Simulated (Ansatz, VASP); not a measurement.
**Se: VASP beside Ansatz**

```
CELL_PARAMETERS angstrom
4.03847 0.00000 0.00000
-2.01923 3.49742 0.00000
0.00000 0.00000 5.12146
ATOMIC_POSITIONS crystal
Se 0.24874 0.00000 0.16667
Se 0.00000 0.24874 0.83333
Se 0.75126 0.75126 0.50000
```

Alike in both runs: task single point; functional PBEsol; k mesh 12 × 12 × 8; occupations gaussian, width 0.02 eV; no spin polarisation.

```csv
,VASP,Ansatz
version,VASP 6.6.1,Ansatz 0.2.0
potentials or method,"VASP PAW PBE potentials, release 64 (Se), cutoff 520 eV","scalar-relativistic, plane waves, PAW"
valence electrons in the cell,18,48
```

VASP gave:

| Property | Result |
| --- | --- |
| gap on the k mesh at the Fermi level (eV) | 0.44 |
| least direct gap on the mesh (eV) | 0.44 |
| pressure (GPa) | 0.2 |
| traceless stress, the component that is largest in VASP (GPa) | 0.08 |
| rms of the force components (eV/Å) | 0.017 |

Task: What did Ansatz give for the same quantities?

Result: gap on the k mesh at the Fermi level (eV): 0.45; least direct gap on the mesh (eV): 0.45; pressure (GPa): 0.0; traceless stress, the component that is largest in VASP (GPa): 0.00; rms of the force components (eV/Å): 0.001.

VASP's potentials were made for PBE, not for PBEsol. Atom by atom the forces differ by 0.018 eV/Å (rms over components). The functional is the same, so the differences come from potentials, cutoffs and numerics. VASP's potentials hold 18 valence electrons a cell and Ansatz's 48, so a difference there can come from the potentials and not from the codes.
